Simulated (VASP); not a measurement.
# Se (P4/mmm) in VASP: single point with PBE+D3(BJ)

Aim: the single point of Se with PBE+D3(BJ).

Everything below comes from runs of VASP 6.6.1. Logs are shortened: lines on timing, memory, paths and dates and some standing lists are left out, and cuts for length are marked.

## Step 1: The cell of the first run

It takes space group P4/mmm (No. 123, tetragonal). Conventional cell: a = 2.645 Å, b = 2.645 Å, c = 3.174 Å, α = 90.00°, β = 90.00°, γ = 90.00°. Within 3.5 Å of Se (site symmetry 4/mmm) lie 6 Se at 2.64 to 3.17 Å.

## Step 2: Single point, PBE+D3(BJ)

The input, INCAR:

```
ALGO = Normal
EDIFF = 1E-7
ENCUT = 520
GGA = PE
ISIF = 2
ISMEAR = 0
IVDW = 12
LASPH = T
LCHARG = F
LREAL = F
LWAVE = F
NBANDS = 9
NELM = 60
PREC = Accurate
SIGMA = 0.15
```

The input, KPOINTS:

```
k-points
0
Gamma
  18 18 18
```

The input, POSCAR:

```
Se
1.0
    2.6448410633      0.0000000000      0.0000000000
    0.0000000000      2.6448410633      0.0000000000
    0.0000000000      0.0000000000      3.1738092759
Se
1
Direct
    0.0000000000      0.0000000000      0.0000000000
```

Potentials or basis: VASP PAW PBE potentials, release 64 (Se).

Command:

```console
$ cat potpaw_PBE.64/Se/POTCAR > POTCAR
$ mpirun -np 1 vasp_std > vasp.out
```

OUTCAR:

```text
EDIFF = 1E-7
   ENCUT = 520
   GGA = PE
   ISIF = 2
   ISMEAR = 0
   IVDW = 12
   LASPH = T
   LREAL = F
   NELM = 60
   PREC = Accurate
 IVDW          = 12

 ion  position               nearest neighbor table
   1  0.000  0.000  0.000-

  LATTYP: Found a simple tetragonal cell.
 ALAT       =     2.6448410633
 C/A-ratio  =     1.2000000000

  Lattice vectors:

 A1 = (   2.6448410633,   0.0000000000,   0.0000000000)
 A2 = (   0.0000000000,   2.6448410633,   0.0000000000)
 A3 = (   0.0000000000,   0.0000000000,   3.1738092759)

Analysis of symmetry for initial positions (statically):
=====================================================================
 Subroutine PRICEL returns:
 Original cell was already a primitive cell.

 Routine SETGRP: Setting up the symmetry group for a
 simple tetragonal supercell.

 Subroutine GETGRP returns: Found 16 space group operations
 (whereof 16 operations were pure point group operations)
 out of a pool of 16 trial point group operations.

The static configuration has the point symmetry D_4h.

Analysis of symmetry for dynamics (positions and initial velocities):
=====================================================================
 Subroutine PRICEL returns:
 Original cell was already a primitive cell.

 Routine SETGRP: Setting up the symmetry group for a
 simple tetragonal supercell.

 Subroutine GETGRP returns: Found 16 space group operations
 (whereof 16 operations were pure point group operations)
 out of a pool of 16 trial point group operations.

The dynamic configuration has the point symmetry D_4h.

 Subroutine INISYM returns: Found 16 space group operations
 (whereof 16 operations are pure point group operations),
 and found     1 'primitive' translations

----------------------------------------------------------------------------------------

                                     Primitive cell

  volume of cell :      22.2014

  direct lattice vectors                    reciprocal lattice vectors
     2.644841063  0.000000000  0.000000000     0.378094553  0.000000000  0.000000000
     0.000000000  2.644841063  0.000000000     0.000000000  0.378094553  0.000000000
     0.000000000  0.000000000  3.173809276     0.000000000  0.000000000  0.315078794

  length of vectors
     2.644841063  2.644841063  3.173809276     0.378094553  0.378094553  0.315078794

  position of ions in fractional coordinates (direct lattice)
     0.000000000  0.000000000  0.000000000

  ion indices of the primitive-cell ions
   primitive index   ion index
                 1           1

----------------------------------------------------------------------------------------

 KPOINTS: k-points

Automatic generation of k-mesh.
 Grid dimensions read from file:
 generate k-points for:   18   18   18

 Generating k-lattice:

  Cartesian coordinates                     Fractional coordinates (reciprocal lattice)
     0.021005253  0.000000000  0.000000000     0.055555556  0.000000000  0.000000000
     0.000000000  0.021005253  0.000000000     0.000000000  0.055555556  0.000000000
     0.000000000  0.000000000  0.017504377     0.000000000  0.000000000  0.055555556

  Length of vectors
     0.021005253  0.021005253  0.017504377

  Shift w.r.t. Gamma in fractional coordinates (k-lattice)
     0.000000000  0.000000000  0.000000000

 Subroutine IBZKPT returns following result:
 ===========================================

 Found    550 irreducible k-points:

 Following reciprocal coordinates:
            Coordinates               Weight
  0.000000  0.000000  0.000000      1.000000
  0.055556  0.000000  0.000000      4.000000
  0.111111  0.000000  0.000000      4.000000
  0.166667  0.000000  0.000000      4.000000
  0.222222  0.000000  0.000000      4.000000
  0.277778  0.000000  0.000000      4.000000
[... 16 lines left out ...]
  0.277778  0.111111  0.000000      8.000000
  0.333333  0.111111  0.000000      8.000000
 [... further k-points ...]
   k-points           NKPTS =    550   k-points in BZ     NKDIM =    550   number of bands    NBANDS=      9
   number of dos      NEDOS =    301   number of ions     NIONS =      1
   total plane-waves  NPLWV =   9600
   dimension x,y,z NGX =    20 NGY =   20 NGZ =   24
   dimension x,y,z NGXF=    40 NGYF=   40 NGZF=   48
   ions per type =               1
   NGX,Y,Z   is equivalent  to a cutoff of  12.57, 12.57, 12.57 a.u.
   NGXF,Y,Z  is equivalent  to a cutoff of  25.14, 25.14, 25.14 a.u.
 SYSTEM =  unknown system
   PREC   = accura    normal or accurate (medium, high low for compatibility)
   ISTART =      0    job   : 0-new  1-cont  2-samecut
   ICHARG =      2    charge: 1-file 2-atom 10-const
   ISPIN  =      1    spin polarized calculation?
   LNONCOLLINEAR =      F non collinear calculations
   LSORBIT =      F    spin-orbit coupling
   LASPH  =      T    aspherical Exc in radial PAW
   ENCUT  =  520.0 eV  38.22 Ry    6.18 a.u.   4.92  4.92  5.90*2*pi/ulx,y,z
   NELM   =     60;   NELMIN=  2; NELMDL= -5     # of ELM steps
   EDIFF  = 0.1E-06   stopping-criterion for ELM
   LREAL  =      F    real-space projection
   EDIFFG = 0.1E-05   stopping-criterion for IOM
   NSW    =      0    number of steps for IOM
   IBRION =     -1    ionic relax: 0-MD 1-quasi-New 2-CG
   NFREE  =      0    steps in history (QN), initial steepest desc. (CG)
   ISIF   =      2    stress and relaxation
   ISYM   =      2    0-nonsym 1-usesym 2-fastsym
   POTIM  = 0.5000    time-step for ionic-motion
   TEBEG  =    0.0;   TEEND  =   0.0 temperature during run
   PSTRESS=    0.0 pullay stress
   NELECT =       6.0000    total number of electrons
   NUPDOWN=      -1.0000    fix difference up-down
   EMIN   =  10.00;   EMAX   =-10.00  energy-range for DOS
   EFERMI =   0.00;   METHOD = LEGACY
   ISMEAR =     0;   SIGMA  =   0.15  broadening in eV -4-tet -1-fermi 0-gaus
   EFERMI_NEDOS =   21; number of points for ismear=-14 and -15
   IALGO  =     38    algorithm
   IMIX   =      4    mixing-type and parameters
     AMIX     =   0.40;   BMIX     =  1.00
     AMIX_MAG =   1.60;   BMIX_MAG =  1.00
  volume/ion in A,a.u.               =      22.20       149.82
  Fermi-wavevector in a.u.,A,eV,Ry     =   1.058438  2.000157 15.242472  1.120290
  Thomas-Fermi vector in A             =   2.193747
   LORBIT       =      0    0 simple, 1 ext, 2 COOP (PROOUT), +10 PAW based schemes
   GGA     = PE    functional components
   LHFCALC =     F    Hartree Fock is set to
   AEXX    =    0.0000 exact exchange contribution
   IVDW    =    12    specifies the selected vdW correction
   LEPSILON=     F    determine dielectric tensor
   LRPA    =     F    only Hartree local field effects (RPA)
 non-spin polarized calculation
 Gauss-broadening in eV      SIGMA  =   0.15
  energy-cutoff  :      520.00
  volume of cell :       22.20
 maximum number of plane-waves:       616
 NGX is ok and might be reduce to    20
   NGX =  9   NGY =  9   NGZ = 11

 number of electron       5.9999997 magnetization

 Free energy of the ion-electron system (eV)
  ---------------------------------------------------
  ext. energy  EPLUGINS =         0.00000000
  ---------------------------------------------------
  free energy    TOTEN  =        -3.27585693 eV

  energy without entropy =       -3.26963263  energy(sigma->0) =       -3.27274478

 E-fermi :   4.7164     XC(G=0):  -9.9417

 val. band max:        4.7095839512   @ k =   0.3889   0.1111   0.1111
 cond. band min:       4.7245452336   @ k =   0.2222   0.2222   0.0556
 fundamental gap:      0.0149612824
 Fermi energy:         4.7163557960

 k-point     1 :       0.0000    0.0000    0.0000
  band No.  band energies     occupation
      1     -11.6299      2.00000
      2       3.5164      2.00000
      3       7.8365      0.00000
      4       7.8365      0.00000
      5       9.9998      0.00000
      6      13.5291      0.00000
      7      15.0944      0.00000
      8      26.2925      0.00000
      9      26.2925      0.00000

 k-point     2 :       0.0556    0.0000    0.0000
  band No.  band energies     occupation
      1     -11.5734      2.00000
      2       3.5655      2.00000
      3       7.1685      0.00000
      4       7.8826      0.00000
      5      10.0606      0.00000
      6      13.9154      0.00000
      7      15.5229      0.00000
      8      24.8262      0.00000
      9      26.3384      0.00000

 k-point     3 :       0.1111    0.0000    0.0000
  band No.  band energies     occupation
      1     -11.4052      2.00000
      2       3.7106      2.00000
      3       5.7149      0.00000
      4       8.0184      0.00000
      5      10.2427      0.00000
      6      14.3820      0.00000
      7      16.9296      0.00000
      8      22.9786      0.00000
      9      26.4758      0.00000

 k-point     4 :       0.1667    0.0000    0.0000
  band No.  band energies     occupation
      1     -11.1290      2.00000
      2       3.9448      2.00000
      3       4.0558      2.00000
      4       8.2365      0.00000
      5      10.5450      0.00000
      6      14.7491      0.00000
      7      18.8152      0.00000
      8      21.2072      0.00000
      9      25.4408      0.00000
[... 205 lines left out ...]
 k-point    22 :       0.2222    0.1111    0.0000
  band No.  band energies     occupation
      1     -10.5281      2.00000
      2       2.6079      2.00000
      3       4.4465      1.98903
      4       6.4901      0.00000
      5      11.2027      0.00000
      6      17.3655      0.00000
      7      19.7576      0.00000
      8      20.0921      0.00000
      9      22.4031      0.00000

 k-point    23 :       0.2778    0.1111    0.0000
  band No.  band energies     occupation
      1     -10.0671      2.00000
      2       1.0715      2.00000
      3       4.8095      0.37989
      4       6.8599      0.00000
      5      11.7322      0.00000
      6      17.4584      0.00000
      7      18.3195      0.00000
      8      19.9656      0.00000
      9      21.3270      0.00000

 k-point    24 :       0.3333    0.1111    0.0000
  band No.  band energies     occupation
      1      -9.5502      2.00000
      2      -0.3024      2.00000
      3       5.1922      0.00001
      4       7.2549      0.00000
      5      12.3641      0.00000
      6      17.0905      0.00000
      7      17.1592      0.00000
      8      19.6360      0.00000
      9      20.1297      0.00000

 [... further k-points ...]

------------------------ aborting loop because EDIFF is reached ----------------------------------------

 Edisp (eV)   -0.39360

 E8    (eV) :    -0.1623

  FORCE on cell =-STRESS in cart. coord.  units (eV):
  Direction    XX          YY          ZZ          XY          YZ          ZX
  --------------------------------------------------------------------------------------
  -------------------------------------------------------------------------------------
  Total       0.44788     0.44788    -0.16634     0.00000    -0.00000    -0.00000
  in kB      32.32160    32.32160   -12.00409     0.00000    -0.00000    -0.00000
  external pressure =       17.55 kB  Pullay stress =        0.00 kB

 VOLUME and BASIS-vectors are now :
 -----------------------------------------------------------------------------
  energy-cutoff  :      520.00
  volume of cell :       22.20
      direct lattice vectors                 reciprocal lattice vectors
     2.644841063  0.000000000  0.000000000     0.378094553  0.000000000  0.000000000
     0.000000000  2.644841063  0.000000000     0.000000000  0.378094553  0.000000000
     0.000000000  0.000000000  3.173809276     0.000000000  0.000000000  0.315078794

 POSITION                                       TOTAL-FORCE (eV/Angst)
 -----------------------------------------------------------------------------------
      0.00000      0.00000      0.00000         0.000000      0.000000      0.000000
 -----------------------------------------------------------------------------------
    total drift:                               -0.000000     -0.000000      0.000000

  FREE ENERGIE OF THE ION-ELECTRON SYSTEM (eV)
  ---------------------------------------------------
  free  energy   TOTEN  =        -3.6694534870 eV

  energy  without entropy=       -3.6632291886  energy(sigma->0) =       -3.66634134
```

Run time: 23 s. Hardware: 1 thread of Intel Xeon 6975P-C (Granite Rapids), shared host; peak memory 0.22 GiB.

What came out:

```
Free energy                : -3.6695 eV
Pressure                   : 1.8 GPa
Band gap on the k mesh     : zero (band 3 reaches 8.46 eV, above the bottom of band 4 at 2.24 eV)
Dispersion energy per atom : -0.394 eV
```

Levels at points of the mesh, in eV from the Fermi level:
```tsv
k point	band 1	band 2	band 3	band 4	band 5	band 6	band 7	band 8
(0.00, 0.00, 0.00)	-16.35	-1.20	3.12	3.12	5.28	8.81	10.38	21.58
(0.50, 0.00, 0.00)	-13.40	-7.45	0.99	5.10	9.19	10.36	11.30	13.44
(0.50, 0.50, 0.00)	-10.32	-4.99	-4.99	3.00	3.11	13.33	13.33	13.33
(0.00, 0.00, 0.50)	-15.38	-6.46	3.75	3.75	9.82	12.41	14.06	16.09
(0.50, 0.00, 0.50)	-12.46	-6.51	-3.67	3.11	5.64	14.35	16.51	17.75
(0.50, 0.50, 0.50)	-9.35	-4.21	-4.21	-1.18	4.71	6.82	6.82	10.38
```

Caveat: pairwise dispersion overbinds metals, which lowers pressure and volume.
